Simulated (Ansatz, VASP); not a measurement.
# K: VASP beside Ansatz

```
K
1.0
    -2.69575    2.69575    2.69575
     2.69575   -2.69575    2.69575
     2.69575    2.69575   -2.69575
K
1
Direct
  0.00000 0.00000 0.00000
```

Alike in both runs: task single point; functional r2SCAN; k mesh 12 × 12 × 12; occupations gaussian, width 0.1 eV; no spin polarisation.

|  | VASP | Ansatz |
| --- | --- | --- |
| version | VASP 6.6.1 | Ansatz 0.2.0 |
| potentials or method | VASP PAW PBE potentials, release 64 (K_sv), cutoff 520 eV | scalar-relativistic, plane waves, PAW |
| valence electrons in the cell | 9 | 9 |

|  | VASP | Ansatz | Ansatz less VASP |
| --- | --- | --- | --- |
| gap on the k mesh at the Fermi level (eV) | none | none | - |
| pressure (GPa) | -0.1 | -0.1 | +0.03 |

VASP's potentials were made for PBE, not for r2SCAN. A gap of «none» marks a metal or a gap that the smearing closes.
